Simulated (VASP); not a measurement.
Runs of VASP 6.6.1 on Os. The structure is that of space group Pm-3m (No. 221), or close to it. The cells are those of the table. 

```csv
task,spin,cell,k mesh,cutoff (eV),gap on the mesh (eV),pressure (GPa)
single point,off,"a = 2.517 Å, 1 atom",14 × 14 × 14,520,none,0.5
single point,off,"a = 2.517 Å, 1 atom",13 × 13 × 13,520,none,0.0
single point,off,"a = 2.483 Å, 1 atom",14 × 14 × 14,520,none,(b)
single point,off,"a = 2.614 Å, 1 atom",14 × 14 × 14,520,none,-26.8
single point,off,"a = 2.412 Å, 1 atom",14 × 14 × 14,520,none,(a)
single point,"non-collinear, zero start, SOC","a = 2.517 Å, 1 atom",12 × 12 × 12,520,-,1.1
single point,off,"a = 2.448 Å, 1 atom",14 × 14 × 14,520,none,32.2
relaxation of cell and atoms,off,"relaxed from a = 2.472 Å, 1 atom",13 × 13 × 13,600,none,0.0
```

Alike in all rows: level LDA; potentials or basis VASP PAW LDA potentials, release 64 (Os); smearing fermi-dirac 0.1 eV.

Question: Fill in the values left out.

Answer: (a) 54.2; (b) 14.6.

Caveats: spin-orbit coupling is left out, which moves the levels of the heavy elements (some runs).

A k mesh can miss the band edges, and rows without SOC leave out spin-orbit coupling on Os.

A gap of «none» marks levels without a gap at the run's occupations.
